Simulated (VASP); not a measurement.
Here is a VASP 6.6.1 calculation.

The input INCAR:

```
PREC = Accurate
ENCUT = 520
EDIFF = 1E-7
ISMEAR = 0
SIGMA = 0.15
LREAL = False
LASPH = True
NELM = 100
ALGO = Normal
ISIF = 2
LWAVE = False
LCHARG = False
GGA = CA
NBANDS = 8
```

KPOINTS

```
Automatic mesh
0
Gamma
  28 28 28
```

Contents of POSCAR:

```
Si
1.0
   -1.5865930527      1.5865930527      1.2656679211
    1.5865930527     -1.5865930527      1.2656679211
    1.5865930527      1.5865930527     -1.2656679211
Si
1
Direct
    0.0000000000      0.0000000000      0.0000000000
```

Potentials or basis: VASP PAW LDA potentials, release 64 (Si).

Command:

```bash
$ cat potpaw_LDA.64/Si/POTCAR > POTCAR
$ mpirun -np 1 vasp_std > vasp.out
```

Question: Predict the band gap on the k mesh.

Answer: Zero (band 2 reaches 21.85 eV, above the bottom of band 3 at 8.00 eV).

Question: What does it give for the pressure?

Answer: 11.0 GPa.

Stress tensor (GPa, compression positive):
```
10.77  0.00  0.00
 0.00 10.77  0.00
 0.00  0.00 11.61
```

Caveat: the cell differs from its parent crystal (strain -0.030 along x and y, -0.030 along z).
